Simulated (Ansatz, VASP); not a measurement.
# Ni: VASP beside Ansatz

```
Ni
1.0
     2.44802    0.00000    0.00000
    -1.22401    2.12005    0.00000
     0.00000    0.00000    4.27645
Ni
2
Direct
  0.33333 0.66667 0.25000
  0.66667 0.33333 0.75000
```

Alike in both runs: task single point; functional LDA; k mesh 16 × 16 × 9; occupations fermi-dirac, width 0.05 eV; collinear spin.

```csv
,VASP,Ansatz
version,VASP 6.6.1,Ansatz 0.2.0
potentials or method,"VASP PAW LDA potentials, release 64 (Ni), cutoff 520 eV","plane waves, PAW"
valence electrons in the cell,20,36
```

|  | VASP | Ansatz | Ansatz less VASP |
| --- | --- | --- | --- |
| pressure (GPa) | -19.4 | -18.8 | +0.65 |
| traceless stress, the component that is largest in VASP (GPa) | -6.97 | -7.94 | -0.966 |
| net moment per atom (μB) | 0.00 | 0.61 | +0.607 |
| size of the moment on the site where the two differ most (μB) | 0.00 | 0.64 | +0.635 |

The net moments are unlike, so the other rows may belong to different states. LDA's correlation is that of Perdew and Zunger in VASP and of Perdew and Wang (1992) in Ansatz. Site moments also hang on the region over which each program counts them. VASP's potentials hold 20 valence electrons a cell and Ansatz's 36, so a difference there can come from the potentials and not from the codes. Ansatz's warnings: seeded moment not kept.
